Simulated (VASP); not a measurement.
**As: single point with PBE**

Crystal: As.

```
As
1.0
     2.91249    0.00000    0.00000
    -1.45624    2.52229    0.00000
     0.00000    0.00000    2.73039
As
1
Cartesian
  0.0000 0.0000 0.0000
```

- Program: VASP 6.6.1
- Task: single point
- Functional: PBE
- Potentials or basis: VASP PAW PBE potentials, release 64 (As)
- Cutoff: 520 eV
- k mesh: 15 × 15 × 14
- Occupations: fermi-dirac, width 0.05 eV
- Spin: no spin polarisation
- Dipole correction: no
- Further INCAR settings: ALGO = Normal; EDIFF = 1e-07; NBANDS = 8

```json
{
  "Pressure": "0.1 GPa"
}
```

Stress tensor (GPa, compression positive):
```
0.06 0.00 0.00
0.00 0.06 0.00
0.00 0.00 0.18
```

Levels at points of the mesh, in eV from the Fermi level:
```tsv
k point	band 1	band 2	band 3	band 4	band 5	band 6
(0.00, 0.00, 0.00)	-14.84	3.94	4.93	4.93	8.43	11.62
(0.00, 0.00, 0.50)	-11.82	-6.84	6.99	6.99	14.83	14.92
```

Wall time 13 s on 1 thread of Intel(R) Xeon(R) Platinum 8375C CPU @ 2.90GHz (Ice Lake) (shared host), peak memory 0.15 GiB.
